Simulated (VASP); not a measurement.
# HgH3 (P-6m2) in VASP: single point with PBE

Aim: the single point of HgH3 with PBE.

Everything below comes from runs of VASP 6.6.1. Logs are shortened: lines on timing, memory, paths and dates and some standing lists are left out, and cuts for length are marked.

## Step 1: The cell of the first run

It takes space group P-6m2 (No. 187, hexagonal). Conventional cell: a = 2.839 Å, b = 2.839 Å, c = 6.117 Å, α = 90.00°, β = 90.00°, γ = 120.00°. Hg (site symmetry -6m2) has 6 Hg at 2.84 Å and 18 H at 3.19 to 3.72 Å within 3.8 Å. H (site symmetry mm2) has 4 H at 1.29 to 1.55 Å within 1.7 Å.

## Step 2: Single point, PBE

POSCAR reads:

```
HgH3
1.0
    2.8394780777      0.0000000000      0.0000000000
   -1.4197390389      2.4590601488      0.0000000000
    0.0000000000      0.0000000000      6.1170028798
Hg H
1 3
Direct
    0.0000000000      0.0000000000      0.0000000000
    0.8175803335      0.1824196665      0.5000000000
    0.8175803335      0.6351606669      0.5000000000
    0.3648393331      0.1824196665      0.5000000000
```

INCAR.step1 reads:

```
SYSTEM = HgH3
PREC = Accurate
ENCUT = 520
EDIFF = 1E-6
ISMEAR = 0
SIGMA = 0.1
LREAL = .False.
LASPH = .True.
NELM = 100
ALGO = Normal
ISIF = 2
LWAVE = .False.
LCHARG = .True.
GGA = PE
NBANDS = 16
```

KPOINTS.step1 reads:

```
Automatic mesh
0
Gamma
  18 18 8
  0 0 0
```

INCAR.step2 reads:

```
SYSTEM = HgH3
PREC = Accurate
ENCUT = 520
EDIFF = 1E-6
ISMEAR = -5
SIGMA = 0.1
LREAL = .False.
LASPH = .True.
NELM = 100
ALGO = Normal
ISIF = 2
LWAVE = .False.
LCHARG = .False.
GGA = PE
LORBIT = 11
NBANDS = 16
NEDOS = 2001
ICHARG = 11
```

KPOINTS.step2 reads:

```
Automatic mesh
0
Gamma
  27 27 12
  0 0 0
```

Potentials or basis: VASP PAW PBE potentials, release 64 (Hg, H).

Started as:

```console
$ cat potpaw_PBE.64/Hg/POTCAR potpaw_PBE.64/H/POTCAR > POTCAR
$ cp INCAR.step1 INCAR
$ cp KPOINTS.step1 KPOINTS
$ mpirun -np 1 vasp_std > vasp.out
$ cp INCAR.step2 INCAR
$ cp KPOINTS.step2 KPOINTS
$ mpirun -np 1 vasp_std > vasp.out
```

OUTCAR:

```text
SYSTEM = HgH3
   PREC = Accurate
   ENCUT = 520
   EDIFF = 1E-6
   ISMEAR = -5
   LREAL = .False.
   LASPH = .True.
   NELM = 100
   ISIF = 2
   GGA = PE
   LORBIT = 11
   ICHARG = 11

 ion  position               nearest neighbor table
   1  0.000  0.000  0.000-
   2  0.818  0.182  0.500-
   3  0.818  0.635  0.500-
   4  0.365  0.182  0.500-

  LATTYP: Found a hexagonal cell.
 ALAT       =     2.8394780777
 C/A-ratio  =     2.1542701554

  Lattice vectors:

 A1 = (   2.8394780777,   0.0000000000,   0.0000000000)
 A2 = (  -1.4197390389,   2.4590601488,   0.0000000000)
 A3 = (   0.0000000000,   0.0000000000,   6.1170028798)

Analysis of symmetry for initial positions (statically):
=====================================================================
 Subroutine PRICEL returns:
 Original cell was already a primitive cell.

 Routine SETGRP: Setting up the symmetry group for a
 hexagonal supercell.

 Subroutine GETGRP returns: Found 12 space group operations
 (whereof 12 operations were pure point group operations)
 out of a pool of 24 trial point group operations.

The static configuration has the point symmetry D_3h.

Analysis of symmetry for dynamics (positions and initial velocities):
=====================================================================
 Subroutine PRICEL returns:
 Original cell was already a primitive cell.

 Routine SETGRP: Setting up the symmetry group for a
 hexagonal supercell.

 Subroutine GETGRP returns: Found 12 space group operations
 (whereof 12 operations were pure point group operations)
 out of a pool of 24 trial point group operations.

The dynamic configuration has the point symmetry D_3h.

 Subroutine INISYM returns: Found 12 space group operations
 (whereof 12 operations are pure point group operations),
 and found     1 'primitive' translations

----------------------------------------------------------------------------------------

                                     Primitive cell

  volume of cell :      42.7117

  direct lattice vectors                    reciprocal lattice vectors
     2.839478078  0.000000000  0.000000000     0.352177398  0.203329715  0.000000000
    -1.419739039  2.459060149  0.000000000     0.000000000  0.406659431  0.000000000
     0.000000000  0.000000000  6.117002880     0.000000000  0.000000000  0.163478753

  length of vectors
     2.839478078  2.839478078  6.117002880     0.406659431  0.406659431  0.163478753

  position of ions in fractional coordinates (direct lattice)
     0.000000000  0.000000000  0.000000000
     0.817580333  0.182419667  0.500000000
     0.817580333  0.635160667  0.500000000
     0.364839333  0.182419667  0.500000000

  ion indices of the primitive-cell ions
   primitive index   ion index
                 1           1
                 2           2
                 3           3
                 4           4

----------------------------------------------------------------------------------------

 KPOINTS: Automatic mesh

Automatic generation of k-mesh.
 Grid dimensions read from file:
 generate k-points for:   27   27   12

 Generating k-lattice:

  Cartesian coordinates                     Fractional coordinates (reciprocal lattice)
     0.013043607  0.007530730  0.000000000     0.037037037 -0.000000000  0.000000000
     0.000000000  0.015061460  0.000000000     0.000000000  0.037037037  0.000000000
     0.000000000  0.000000000  0.013623229     0.000000000  0.000000000  0.083333333

  Length of vectors
     0.015061460  0.015061460  0.013623229

  Shift w.r.t. Gamma in fractional coordinates (k-lattice)
     0.000000000  0.000000000  0.000000000

 TETIRR: Found   8868 inequivalent tetrahedra from    52488

 Subroutine IBZKPT returns following result:
 ===========================================

 Found    525 irreducible k-points:

 Following reciprocal coordinates:
            Coordinates               Weight
  0.000000  0.000000  0.000000      1.000000
  0.037037 -0.000000  0.000000      6.000000
  0.074074 -0.000000  0.000000      6.000000
  0.111111 -0.000000  0.000000      6.000000
  0.148148  0.000000  0.000000      6.000000
  0.185185 -0.000000  0.000000      6.000000
[... 16 lines left out ...]
  0.333333  0.037037  0.000000     12.000000
  0.370370  0.037037  0.000000     12.000000
 [... further k-points ...]
   k-points           NKPTS =    525   k-points in BZ     NKDIM =    525   number of bands    NBANDS=     16
   number of dos      NEDOS =   2001   number of ions     NIONS =      4
   total plane-waves  NPLWV =  27648
   dimension x,y,z NGX =    24 NGY =   24 NGZ =   48
   dimension x,y,z NGXF=    48 NGYF=   48 NGZF=   96
   ions per type =               1   3
   NGX,Y,Z   is equivalent  to a cutoff of  14.05, 14.05, 13.05 a.u.
   NGXF,Y,Z  is equivalent  to a cutoff of  28.10, 28.10, 26.09 a.u.
 SYSTEM =  HgH3
   PREC   = accura    normal or accurate (medium, high low for compatibility)
   ISTART =      0    job   : 0-new  1-cont  2-samecut
   ICHARG =     11    charge: 1-file 2-atom 10-const
   ISPIN  =      1    spin polarized calculation?
   LNONCOLLINEAR =      F non collinear calculations
   LSORBIT =      F    spin-orbit coupling
   LASPH  =      T    aspherical Exc in radial PAW
   ENCUT  =  520.0 eV  38.22 Ry    6.18 a.u.   5.28  5.28 11.37*2*pi/ulx,y,z
   NELM   =    100;   NELMIN=  2; NELMDL=  0     # of ELM steps
   EDIFF  = 0.1E-05   stopping-criterion for ELM
   LREAL  =      F    real-space projection
   EDIFFG = 0.1E-04   stopping-criterion for IOM
   NSW    =      0    number of steps for IOM
   IBRION =     -1    ionic relax: 0-MD 1-quasi-New 2-CG
   NFREE  =      0    steps in history (QN), initial steepest desc. (CG)
   ISIF   =      2    stress and relaxation
   ISYM   =      2    0-nonsym 1-usesym 2-fastsym
   POTIM  = 0.5000    time-step for ionic-motion
   TEBEG  =    0.0;   TEEND  =   0.0 temperature during run
   PSTRESS=    0.0 pullay stress
   NELECT =      15.0000    total number of electrons
   NUPDOWN=      -1.0000    fix difference up-down
   EMIN   =  10.00;   EMAX   =-10.00  energy-range for DOS
   EFERMI =   0.00;   METHOD = LEGACY
   ISMEAR =    -5;   SIGMA  =   0.10  broadening in eV -4-tet -1-fermi 0-gaus
   EFERMI_NEDOS =   21; number of points for ismear=-14 and -15
   IALGO  =     38    algorithm
   IMIX   =      4    mixing-type and parameters
     AMIX     =   0.40;   BMIX     =  1.00
     AMIX_MAG =   1.60;   BMIX_MAG =  1.00
  volume/ion in A,a.u.               =      10.68        72.06
  Fermi-wavevector in a.u.,A,eV,Ry     =   1.155021  2.182673 18.151165  1.334073
  Thomas-Fermi vector in A             =   2.291653
   LORBIT       =     11    0 simple, 1 ext, 2 COOP (PROOUT), +10 PAW based schemes
   GGA     = PE    functional components
   LHFCALC =     F    Hartree Fock is set to
   AEXX    =    0.0000 exact exchange contribution
   IVDW    =     0    specifies the selected vdW correction
   LEPSILON=     F    determine dielectric tensor
   LRPA    =     F    only Hartree local field effects (RPA)
 non-spin polarized calculation
 Fermi weights with tetrahedron method with Bloechl corrections
  energy-cutoff  :      520.00
  volume of cell :       42.71
 maximum number of plane-waves:      1177
 NGX is ok and might be reduce to    24

 number of electron      15.0000001 magnetization

 Free energy of the ion-electron system (eV)
  ---------------------------------------------------
  ext. energy  EPLUGINS =         0.00000000
  ---------------------------------------------------
  free energy    TOTEN  =        -7.46879876 eV

  energy without entropy =       -7.46879876  energy(sigma->0) =       -7.46879876

 E-fermi :   1.3378     XC(G=0):  -9.3803

 val. band max:        1.4651117542   @ k =   0.4444   0.1111   0.1667
 cond. band min:       1.3320479570   @ k =   0.0370  -0.0000   0.3333
 fundamental gap:     -0.1330637971
 Fermi energy:         1.3378178958

 k-point     1 :       0.0000    0.0000    0.0000
  band No.  band energies     occupation
      1      -9.4366      2.00000
      2      -8.5430      2.00000
      3      -6.4987      2.00000
      4      -6.4987      2.00000
      5      -5.0828      2.00000
      6      -5.0828      2.00000
[... 8 lines left out ...]
     15      20.0551      0.00000
     16      20.0551      0.00000

 k-point     2 :       0.0370   -0.0000    0.0000
  band No.  band energies     occupation
      1      -9.4029      2.00000
      2      -8.5038      2.00000
      3      -6.5125      2.00000
      4      -6.4736      2.00000
      5      -5.1182      2.00000
      6      -5.0877      2.00000
[... 8 lines left out ...]
     15      19.6154      0.00000
     16      20.0358      0.00000

 k-point     3 :       0.0741   -0.0000    0.0000
  band No.  band energies     occupation
      1      -9.3027      2.00000
      2      -8.3884      2.00000
      3      -6.5503      2.00000
      4      -6.3989      2.00000
      5      -5.2187      2.00000
      6      -5.1021      2.00000
[... 8 lines left out ...]
     15      19.0539      0.00000
     16      19.8689      0.00000

 k-point     4 :       0.1111   -0.0000    0.0000
  band No.  band energies     occupation
      1      -9.1384      2.00000
      2      -8.2062      2.00000
      3      -6.6012      2.00000
      4      -6.2770      2.00000
      5      -5.3704      2.00000
      6      -5.1252      2.00000
[... 8 lines left out ...]
     15      19.1952      0.00000
     16      19.4064      0.00000

 k-point     5 :       0.1481    0.0000    0.0000
  band No.  band energies     occupation
      1      -8.9136      2.00000
      2      -7.9808      2.00000
      3      -6.6403      2.00000
      4      -6.1122      2.00000
      5      -5.5556      2.00000
      6      -5.1557      2.00000
[... 8 lines left out ...]
     15      18.7265      0.00000
     16      18.9738      0.00000

 k-point     6 :       0.1852   -0.0000    0.0000
  band No.  band energies     occupation
      1      -8.6324      2.00000
      2      -7.7655      2.00000
      3      -6.6181      2.00000
      4      -5.9103      2.00000
      5      -5.7577      2.00000
      6      -5.1917      2.00000
[... 8 lines left out ...]
     15      17.6633      0.00000
     16      17.9566      0.00000
[... 267 lines left out ...]
 k-point    21 :       0.2593    0.0370    0.0000
  band No.  band energies     occupation
      1      -7.7826      2.00000
      2      -7.5277      2.00000
      3      -6.2552      2.00000
      4      -6.0990      2.00000
      5      -5.3041      2.00000
      6      -5.2802      2.00000
[... 8 lines left out ...]
     15      15.3722      0.00000
     16      15.9895      0.00000

 k-point    22 :       0.2963    0.0370    0.0000
  band No.  band energies     occupation
      1      -7.7689      2.00000
      2      -7.1775      2.00000
      3      -6.4228      2.00000
      4      -5.7967      2.00000
      5      -5.3445      2.00000
      6      -5.0461      2.00000
[... 8 lines left out ...]
     15      14.8878      0.00000
     16      15.6805      0.00000

 k-point    23 :       0.3333    0.0370    0.0000
  band No.  band energies     occupation
      1      -7.8480      2.00000
      2      -6.7211      2.00000
      3      -6.5660      2.00000
      4      -5.5367      2.00000
      5      -5.3809      2.00000
      6      -4.8261      2.00000
[... 8 lines left out ...]
     15      14.7283      0.00000
     16      15.6345      0.00000

 k-point    24 :       0.3704    0.0370    0.0000
  band No.  band energies     occupation
      1      -7.9276      2.00000
      2      -6.6811      2.00000
      3      -6.2668      2.00000
      4      -5.4112      2.00000
      5      -5.3151      2.00000
      6      -4.6297      2.00000
[... 8 lines left out ...]
     15      15.3199      0.00000
     16      15.7675      0.00000

 [... further k-points ...]
[... 5 lines left out ...]
  --------------------------------------------------------------------------------------
  -------------------------------------------------------------------------------------
  Total       -0.1833359     -0.1833359     -0.7465106      0.0000000      0.0000000      0.0000000
  in kB       -6.8772020     -6.8772020    -28.0027179      0.0000000      0.0000000      0.0000000
  external PRESSURE =     -13.9190407 kB  Pullay stress =       0.0000000 kB

 VOLUME and BASIS-vectors are now :
 -----------------------------------------------------------------------------
  energy-cutoff  :      520.00
  volume of cell :       42.71
      direct lattice vectors                 reciprocal lattice vectors
     2.839478078  0.000000000  0.000000000     0.352177398  0.203329715  0.000000000
    -1.419739039  2.459060149  0.000000000     0.000000000  0.406659431  0.000000000
     0.000000000  0.000000000  6.117002880     0.000000000  0.000000000  0.163478753

 POSITION                                       TOTAL-FORCE (eV/Angst)
 -----------------------------------------------------------------------------------
      0.00000      0.00000      0.00000        -0.000000      0.000000      0.000000
      2.06251      0.44858      3.05850         0.011152     -0.006439     -0.000000
      1.41974      1.56190      3.05850        -0.000000      0.012877      0.000000
      0.77696      0.44858      3.05850        -0.011152     -0.006439     -0.000000
 -----------------------------------------------------------------------------------
    total drift:                                0.000001     -0.000001     -0.000000

  FREE ENERGIE OF THE ION-ELECTRON SYSTEM (eV)
  ---------------------------------------------------
  free  energy   TOTEN  =        -7.4687987633 eV

  energy  without entropy=       -7.4687987633  energy(sigma->0) =       -7.46879876

 total charge

# of ion       s       p       d       tot
------------------------------------------
    1        0.832   0.374   9.327  10.533
    2        0.426   0.018   0.000   0.444
    3        0.426   0.018   0.000   0.444
    4        0.426   0.018   0.000   0.444
--------------------------------------------------
tot          2.111   0.428   9.327  11.866
```

It took 1.8 min on 1 thread of Intel Xeon 6975P-C (Granite Rapids), shared host; peak memory 0.44 GiB.

Results:

| Item | Value |
| --- | --- |
| Valence electrons inside the program's atomic spheres | Hg 10.53; H 0.44 |

Caveat: spin-orbit coupling is left out, which moves the levels of the heavy elements.
